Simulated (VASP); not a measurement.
# Ir (Fm-3m) in VASP: further runs

Ir is run at these levels: PBE; tasks: single point.

All numbers are computed with VASP 6.6.1; they aren't measurements. Logs are shortened: lines on timing, memory, paths and dates and some standing lists are left out, and cuts for length are marked.

**1. The cell of the first run**

The structure is cubic, space group Fm-3m (No. 225). Conventional cell: a = 3.871 Å, b = 3.871 Å, c = 3.871 Å, α = 90.00°, β = 90.00°, γ = 90.00°. Ir (site symmetry m-3m) has 12 Ir at 2.74 Å within 3.6 Å.

**2. Single point, PBE, non-collinear spin, zero start, spin-orbit coupling**

File INCAR:

```
SYSTEM = Ir
PREC = Accurate
ENCUT = 500
EDIFF = 1E-6
ISMEAR = -1
SIGMA = 0.15
LREAL = .False.
LASPH = .True.
NELM = 200
ALGO = Normal
ISIF = 2
LWAVE = .False.
LCHARG = .False.
MAGMOM = 0 0 0
LORBIT = 11
LSORBIT = .True.
GGA_COMPAT = .False.
LORBMOM = .True.
LMAXMIX = 4
GGA = PE
NBANDS = 20
```

File KPOINTS:

```
Automatic mesh
0
Gamma
  4 4 4
  0 0 0
```

File POSCAR:

```
Ir
1.0
    0.0000000000      1.9354000000      1.9354000000
    1.9354000000      0.0000000000      1.9354000000
    1.9354000000      1.9354000000      0.0000000000
Ir
1
Direct
    0.0000000000      0.0000000000      0.0000000000
```

Potentials or basis: VASP PAW PBE potentials, release 64 (Ir).

Launch:

```sh
$ cat potpaw_PBE.64/Ir/POTCAR > POTCAR
$ mpirun -np 1 vasp_ncl > vasp.out
```

OUTCAR:

```text
SYSTEM = Ir
   PREC = Accurate
   ENCUT = 500
   EDIFF = 1E-6
   ISMEAR = -1
   LREAL = .False.
   LASPH = .True.
   NELM = 200
   ISIF = 2
   LORBIT = 11
   LSORBIT = .True.
   GGA = PE

 ion  position               nearest neighbor table
   1  0.000  0.000  0.000-

  LATTYP: Found a face centered cubic cell.
 ALAT       =     3.8708000000

  Lattice vectors:

 A1 = (   0.0000000000,   1.9354000000,   1.9354000000)
 A2 = (   1.9354000000,   0.0000000000,   1.9354000000)
 A3 = (   1.9354000000,   1.9354000000,   0.0000000000)

Analysis of symmetry for initial positions (statically):
=====================================================================
 Subroutine PRICEL returns:
 Original cell was already a primitive cell.

 Routine SETGRP: Setting up the symmetry group for a
 face centered cubic supercell.

 Subroutine GETGRP returns: Found 48 space group operations
 (whereof 48 operations were pure point group operations)
 out of a pool of 48 trial point group operations.

The static configuration has the point symmetry O_h .

Analysis of symmetry for dynamics (positions and initial velocities):
=====================================================================
 Subroutine PRICEL returns:
 Original cell was already a primitive cell.

 Routine SETGRP: Setting up the symmetry group for a
 face centered cubic supercell.

 Subroutine GETGRP returns: Found 48 space group operations
 (whereof 48 operations were pure point group operations)
 out of a pool of 48 trial point group operations.

The dynamic configuration has the point symmetry O_h .

Analysis of structural, dynamic, and magnetic symmetry:
=====================================================================
 Subroutine PRICEL returns:
 Original cell was already a primitive cell.

 Routine SETGRP: Setting up the symmetry group for a
 face centered cubic supercell.

 Subroutine GETGRP returns: Found 48 space group operations
 (whereof 48 operations were pure point group operations)
 out of a pool of 48 trial point group operations.

The overall configuration has the point symmetry O_h .

 Subroutine INISYM returns: Found 48 space group operations
 (whereof 48 operations are pure point group operations),
 and found     1 'primitive' translations

----------------------------------------------------------------------------------------

                                     Primitive cell

  volume of cell :      14.4991

  direct lattice vectors                    reciprocal lattice vectors
     0.000000000  1.935400000  1.935400000    -0.258344528  0.258344528  0.258344528
     1.935400000  0.000000000  1.935400000     0.258344528 -0.258344528  0.258344528
     1.935400000  1.935400000  0.000000000     0.258344528  0.258344528 -0.258344528

  length of vectors
     2.737068929  2.737068929  2.737068929     0.447465849  0.447465849  0.447465849

  position of ions in fractional coordinates (direct lattice)
     0.000000000  0.000000000  0.000000000

  ion indices of the primitive-cell ions
   primitive index   ion index
                 1           1

----------------------------------------------------------------------------------------

 KPOINTS: Automatic mesh

Automatic generation of k-mesh.
 Grid dimensions read from file:
 generate k-points for:    4    4    4

 Generating k-lattice:

  Cartesian coordinates                     Fractional coordinates (reciprocal lattice)
    -0.064586132  0.064586132  0.064586132     0.250000000  0.000000000  0.000000000
     0.064586132 -0.064586132  0.064586132     0.000000000  0.250000000  0.000000000
     0.064586132  0.064586132 -0.064586132     0.000000000  0.000000000  0.250000000

  Length of vectors
[... 32 lines left out ...]
   ISPIN  =      1    spin polarized calculation?
   LNONCOLLINEAR =      T non collinear calculations
   LSORBIT =      T    spin-orbit coupling
   LASPH  =      T    aspherical Exc in radial PAW
   ENCUT  =  500.0 eV  36.75 Ry    6.06 a.u.   4.99  4.99  4.99*2*pi/ulx,y,z
   NELM   =    200;   NELMIN=  2; NELMDL= -5     # of ELM steps
   EDIFF  = 0.1E-05   stopping-criterion for ELM
   LREAL  =      F    real-space projection
   EDIFFG = 0.1E-04   stopping-criterion for IOM
   NSW    =      0    number of steps for IOM
   IBRION =     -1    ionic relax: 0-MD 1-quasi-New 2-CG
   NFREE  =      0    steps in history (QN), initial steepest desc. (CG)
   ISIF   =      2    stress and relaxation
   ISYM   =      2    0-nonsym 1-usesym 2-fastsym
   POTIM  = 0.5000    time-step for ionic-motion
   TEBEG  =    0.0;   TEEND  =   0.0 temperature during run
   PSTRESS=    0.0 pullay stress
   NELECT =       9.0000    total number of electrons
   NUPDOWN=      -1.0000    fix difference up-down
   EMIN   =  10.00;   EMAX   =-10.00  energy-range for DOS
   EFERMI =   0.00;   METHOD = LEGACY
   ISMEAR =    -1;   SIGMA  =   0.15  broadening in eV -4-tet -1-fermi 0-gaus
   EFERMI_NEDOS =   21; number of points for ismear=-14 and -15
   IALGO  =     38    algorithm
   IMIX   =      4    mixing-type and parameters
     AMIX     =   0.40;   BMIX     =  1.00
     AMIX_MAG =   1.60;   BMIX_MAG =  1.00
  volume/ion in A,a.u.               =      14.50        97.85
  Fermi-wavevector in a.u.,A,eV,Ry     =   1.396502  2.639006 26.534329  1.950218
  Thomas-Fermi vector in A             =   2.519850
   LORBIT       =     11    0 simple, 1 ext, 2 COOP (PROOUT), +10 PAW based schemes
   GGA     = PE    functional components
   LHFCALC =     F    Hartree Fock is set to
   AEXX    =    0.0000 exact exchange contribution
   IVDW    =     0    specifies the selected vdW correction
   LEPSILON=     F    determine dielectric tensor
   LRPA    =     F    only Hartree local field effects (RPA)
  energy-cutoff  :      500.00
  volume of cell :       14.50
 maximum number of plane-waves:       760
   NGX =  9   NGY =  9   NGZ =  9

 number of electron       9.0000000 magnetization       0.0000000      0.0000000      0.0000000

 number of electron       9.0000000 magnetization      -0.0000000     -0.0000000     -0.0000000

 number of electron       9.0000000 magnetization      -0.0000000     -0.0000000      0.0000000

 number of electron       9.0000000 magnetization       0.0000000      0.0000000     -0.0000000

 Free energy of the ion-electron system (eV)
  ---------------------------------------------------
  ext. energy  EPLUGINS =         0.00000000
  ---------------------------------------------------
  free energy    TOTEN  =        -9.67847454 eV

  energy without entropy =       -9.64780153  energy(sigma->0) =       -9.66313804

 E-fermi :   9.7960     XC(G=0): -13.8442

 val. band max:        9.3521325514   @ k =   0.2500   0.0000   0.0000
 cond. band min:       9.8526348151   @ k =   0.2500   0.2500   0.0000
 fundamental gap:      0.5005022637
 Fermi energy:         9.7959860429

 k-point     1 :       0.0000    0.0000    0.0000
  band No.  band energies     occupation
      1      -0.8721      1.00000
      2      -0.8721      1.00000
      3       5.8589      1.00000
      4       5.8589      1.00000
      5       5.8589      1.00000
      6       5.8589      1.00000
[... 173 lines left out ...]
     19      35.1804      0.00000
     20      35.1906      0.00000

------------------------ aborting loop because EDIFF is reached ----------------------------------------

  FORCE on cell =-STRESS in cart. coord.  units (eV):
  Direction    XX          YY          ZZ          XY          YZ          ZX
  --------------------------------------------------------------------------------------
  -------------------------------------------------------------------------------------
  Total       -0.7053510     -0.7053510     -0.7053510      0.0000000      0.0000000      0.0000000
  in kB      -77.9423748    -77.9423748    -77.9423748      0.0000000      0.0000000      0.0000000
  external PRESSURE =     -77.9423748 kB  Pullay stress =       0.0000000 kB

 VOLUME and BASIS-vectors are now :
 -----------------------------------------------------------------------------
  energy-cutoff  :      500.00
  volume of cell :       14.50
      direct lattice vectors                 reciprocal lattice vectors
     0.000000000  1.935400000  1.935400000    -0.258344528  0.258344528  0.258344528
     1.935400000  0.000000000  1.935400000     0.258344528 -0.258344528  0.258344528
     1.935400000  1.935400000  0.000000000     0.258344528  0.258344528 -0.258344528

 POSITION                                       TOTAL-FORCE (eV/Angst)
 -----------------------------------------------------------------------------------
      0.00000      0.00000      0.00000         0.000000      0.000000      0.000000
 -----------------------------------------------------------------------------------
    total drift:                               -0.000000     -0.000000     -0.000000

  FREE ENERGIE OF THE ION-ELECTRON SYSTEM (eV)
  ---------------------------------------------------
  free  energy   TOTEN  =        -9.6784745384 eV

  energy  without entropy=       -9.6478015343  energy(sigma->0) =       -9.66313804

 orbital moment (x)

 # of ion     p       d       tot
 ----------------------------------------
  1         0.000  -0.000  -0.000
 ----------------------------------------
            0.000  -0.000  -0.000

 orbital moment (y)

 # of ion     p       d       tot
 ----------------------------------------
  1         0.000  -0.000  -0.000
 ----------------------------------------
            0.000  -0.000  -0.000

 orbital moment (z)

 # of ion     p       d       tot
 ----------------------------------------
  1         0.000   0.000   0.000
 ----------------------------------------
            0.000   0.000   0.000

 Spin-Orbit-Coupling matrix elements

 Ion:    1  E_soc:     -0.6792636
 l=   1
     0.0000000    -0.0342967    -0.0342967
    -0.0342967     0.0000000    -0.0342967
    -0.0342967    -0.0342967     0.0000000
 l=   2
     0.0000000    -0.0142822     0.0000000    -0.0142822    -0.0646317
    -0.0142822     0.0000000    -0.0484738    -0.0142822    -0.0161579
     0.0000000    -0.0484738     0.0000000    -0.0484738     0.0000000
    -0.0142822    -0.0142822    -0.0484738     0.0000000    -0.0161579
    -0.0646317    -0.0161579     0.0000000    -0.0161579     0.0000000
 l=   3
     0.0000000     0.0000000     0.0000000     0.0000000     0.0000000     0.0000000     0.0000000
     0.0000000     0.0000000     0.0000000     0.0000000     0.0000000     0.0000000     0.0000000
     0.0000000     0.0000000     0.0000000     0.0000000     0.0000000     0.0000000     0.0000000
     0.0000000     0.0000000     0.0000000     0.0000000     0.0000000     0.0000000     0.0000000
     0.0000000     0.0000000     0.0000000     0.0000000     0.0000000     0.0000000     0.0000000
     0.0000000     0.0000000     0.0000000     0.0000000     0.0000000     0.0000000     0.0000000
     0.0000000     0.0000000     0.0000000     0.0000000     0.0000000     0.0000000     0.0000000

 total charge

# of ion       s       p       d       tot
------------------------------------------
    1        0.665   0.698   6.948   8.310

 magnetization (x)

# of ion       s       p       d       tot
------------------------------------------
    1        0.000  -0.000   0.000  -0.000

 magnetization (y)

# of ion       s       p       d       tot
------------------------------------------
    1       -0.000   0.000   0.000  -0.000

 magnetization (z)

# of ion       s       p       d       tot
------------------------------------------
    1       -0.000   0.000   0.000  -0.000
```

Wall time 19 s (1 thread of AMD EPYC 7R13, shared host); peak memory 0.13 GiB.

What came out:

| Property | Result |
| --- | --- |
| Free energy | -9.6785 eV |
| Pressure | -7.8 GPa |
| Net moment | 0.00 μB per cell |
| Valence electrons inside the program's atomic spheres | Ir 8.31 |

Moments on the atoms (μB; x, y, z):
```
Ir  0.00 0.00 0.00
```

Caveat: the k points lie up to 0.70 Å⁻¹ apart.

**3. Single point, PBE, non-collinear spin, zero start, spin-orbit coupling**

This run uses another cell than the first one, of 14.21 Å³/atom, 0.980 times its volume.

File INCAR:

```
SYSTEM = Ir
PREC     = Accurate       ! precision mode
ENCUT    = 500            ! plane-wave cutoff, eV
EDIFF    = 1E-6           ! SCF threshold, eV
ISMEAR   = -1             ! smearing method
SIGMA    = 0.15           ! smearing width, eV
LREAL    = .FALSE.        ! projectors in reciprocal space
LASPH    = .TRUE.         ! aspherical terms in the spheres
NELM     = 200            ! most SCF steps
ALGO     = Normal         ! electronic algorithm
ISIF     = 2              ! what is computed and relaxed
LWAVE    = .FALSE.        ! write WAVECAR
LCHARG   = .TRUE.         ! write CHGCAR
MAGMOM   = 0 0 0          ! initial moments
LORBIT   = 11             ! projections on sites
LSORBIT  = .TRUE.         ! spin-orbit coupling
GGA_COMPAT= .FALSE.      
LORBMOM  = .TRUE.       
LMAXMIX  = 4              ! l up to which the mixer works
GGA      = PE             ! functional
LVHAR    = .TRUE.       
NBANDS   = 20             ! bands
```

File KPOINTS:

```
Automatic mesh
0
G
  4 4 4
  0 0 0
```

File POSCAR:

```
Ir
1.0
    0.0000000000      1.9224103500      1.9224103500
    1.9224103500      0.0000000000      1.9224103500
    1.9224103500      1.9224103500      0.0000000000
Ir
1
Direct
    0.0000000000      0.0000000000      0.0000000000
```

Potentials or basis: VASP PAW PBE potentials, release 64 (Ir).

Launch:

```sh
$ cat potpaw_PBE.64/Ir/POTCAR > POTCAR
$ mpirun -np 1 vasp_ncl > vasp.out
```

OUTCAR:

```text
SYSTEM = Ir
   PREC = Accurate
   ENCUT = 500
   EDIFF = 1E-6
   ISMEAR = -1
   LREAL = .FALSE.
   LASPH = .TRUE.
   NELM = 200
   ISIF = 2
   LORBIT = 11
   LSORBIT = .TRUE.
   GGA = PE

 ion  position               nearest neighbor table
   1  0.000  0.000  0.000-

  LATTYP: Found a face centered cubic cell.
 ALAT       =     3.8448207000

  Lattice vectors:

 A1 = (   0.0000000000,   1.9224103500,   1.9224103500)
 A2 = (   1.9224103500,   0.0000000000,   1.9224103500)
 A3 = (   1.9224103500,   1.9224103500,   0.0000000000)

Analysis of symmetry for initial positions (statically):
=====================================================================
 Subroutine PRICEL returns:
 Original cell was already a primitive cell.
[... 409 lines left out ...]
  1         0.000   0.000   0.000
 ----------------------------------------
            0.000   0.000   0.000

 Spin-Orbit-Coupling matrix elements

 Ion:    1  E_soc:     -0.6765111
 l=   1
     0.0000000    -0.0350931    -0.0350931
    -0.0350931     0.0000000    -0.0350931
    -0.0350931    -0.0350931     0.0000000
 l=   2
     0.0000000    -0.0141100     0.0000000    -0.0141100    -0.0635487
    -0.0141100     0.0000000    -0.0476615    -0.0141100    -0.0158872
     0.0000000    -0.0476615     0.0000000    -0.0476615     0.0000000
    -0.0141100    -0.0141100    -0.0476615     0.0000000    -0.0158872
    -0.0635487    -0.0158872     0.0000000    -0.0158872     0.0000000
 l=   3
     0.0000000     0.0000000     0.0000000     0.0000000     0.0000000     0.0000000     0.0000000
     0.0000000     0.0000000     0.0000000     0.0000000     0.0000000     0.0000000     0.0000000
     0.0000000     0.0000000     0.0000000     0.0000000     0.0000000     0.0000000     0.0000000
     0.0000000     0.0000000     0.0000000     0.0000000     0.0000000     0.0000000     0.0000000
     0.0000000     0.0000000     0.0000000     0.0000000     0.0000000     0.0000000     0.0000000
     0.0000000     0.0000000     0.0000000     0.0000000     0.0000000     0.0000000     0.0000000
     0.0000000     0.0000000     0.0000000     0.0000000     0.0000000     0.0000000     0.0000000

 total charge

# of ion       s       p       d       tot
------------------------------------------
    1        0.677   0.723   6.978   8.378

 magnetization (x)

# of ion       s       p       d       tot
------------------------------------------
    1        0.000   0.000   0.000   0.000

 magnetization (y)

# of ion       s       p       d       tot
------------------------------------------
    1       -0.000   0.000   0.000   0.000

 magnetization (z)

# of ion       s       p       d       tot
------------------------------------------
    1        0.000   0.000   0.000   0.000
```

Wall time 20 s (1 thread of AMD EPYC 7R13, shared host); peak memory 0.13 GiB.

Results:

```
Free energy                                           : -9.6863 eV
Pressure                                              : -0.9 GPa
Net moment                                            : 0.00 μB per cell
Valence electrons inside the program's atomic spheres : Ir 8.38
```

Moments on the atoms (μB; x, y, z):
```
Ir  0.00 0.00 0.00
```

Caveat: the k points lie up to 0.71 Å⁻¹ apart.
